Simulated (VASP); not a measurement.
Wanted: the native input for a VASP 6.6.1 run.

- Task: single point
- Functional: PBE
- Potentials or basis: VASP PAW PBE potentials, release 64 (Be, S)
- Cutoff: 520 eV
- k mesh: 4 × 4 × 6
- Occupations: gaussian, width 0.1 eV
- Spin: no spin polarisation
- Dipole correction: no
- Further INCAR settings: ALGO = Normal; EDIFF = 1e-06; NBANDS = 25

The structure of BeS5 lies in POSCAR:

```
BeS5
1.0
    6.4700465777      0.0000000000      0.0000000000
    0.0000000000      6.4700465777      0.0000000000
    0.0000000000      0.0000000000      3.2262859204
Be S
1 5
Direct
    0.0000000000      0.0000000000      0.5000000000
    0.8487513081      0.5000000000      0.0000000000
    0.1512486919      0.5000000000      0.0000000000
    0.5000000000      0.1512486919      0.0000000000
    0.5000000000      0.8487513081      0.0000000000
    0.5000000000      0.5000000000      0.5000000000
```

The cell was built from a structure type or drawn by symmetry, and may not be a known phase.

The input as run:

INCAR

```
PREC = Accurate ; ENCUT = 520
EDIFF = 1E-6 ; ISMEAR = 0
SIGMA = 0.1 ; LREAL = False
LASPH = True ; NELM = 80
ALGO = Normal ; ISIF = 2
LWAVE = False ; LCHARG = False
GGA = PE ; NBANDS = 25
```

KPOINTS

```
regular mesh
0
Gamma
  4 4 6
```

Potentials or basis: VASP PAW PBE potentials, release 64 (Be, S).

The run is started by

```bash
$ cat potpaw_PBE.64/Be/POTCAR potpaw_PBE.64/S/POTCAR > POTCAR
$ mpirun -np 1 vasp_std > vasp.out
```

Results of the run:

```
Pressure               : -0.3 GPa
Largest force          : 0.182 eV/Å
Band gap on the k mesh : zero (bands 16 and 17 overlap by 1.07 eV)
```

It took 79 s on 1 thread of Intel Xeon 8259CL, on a shared host, peak memory 0.25 GiB.
